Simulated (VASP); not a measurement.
Input of a VASP 6.6.1 run:

The input INCAR:

```
SYSTEM = BeB
ALGO     = Normal         ! electronic algorithm
EDIFF    = 1E-6           ! SCF threshold, eV
ENCUT    = 520            ! plane-wave cutoff, eV
GGA      = PE             ! functional
ISIF     = 2              ! what is computed and relaxed
ISMEAR   = -1             ! smearing method
LASPH    = .True.         ! aspherical terms in the spheres
LCHARG   = .False.        ! write CHGCAR
LREAL    = .False.        ! projectors in reciprocal space
LWAVE    = .False.        ! write WAVECAR
NBANDS   = 10             ! bands
NELM     = 60             ! most SCF steps
PREC     = Accurate       ! precision mode
SIGMA    = 0.1            ! smearing width, eV
```

The input KPOINTS:

```
k-points
0
Gamma
  10 10 10
  0 0 0
```

The input POSCAR:

```
BeB
1.0
    0.0000000000      1.9666366700      1.9666366700
    1.9666366700      0.0000000000      1.9666366700
    1.9666366700      1.9666366700      0.0000000000
Be B
1 1
Direct
    0.0195340000     -0.0043910000     -0.0095990000
    0.2767160000      0.2499000000      0.2211710000
```

Potentials or basis: VASP PAW PBE potentials, release 64 (Be, B).

Launch:

```bash
$ cat potpaw_PBE.64/Be/POTCAR potpaw_PBE.64/B/POTCAR > POTCAR
$ mpirun -np 1 vasp_std > vasp.out
```

(1) What does it give for the pressure?

(2) Estimate the largest force.

Answers

(1) 62.2 GPa.

(2) 0.602 eV/Å.
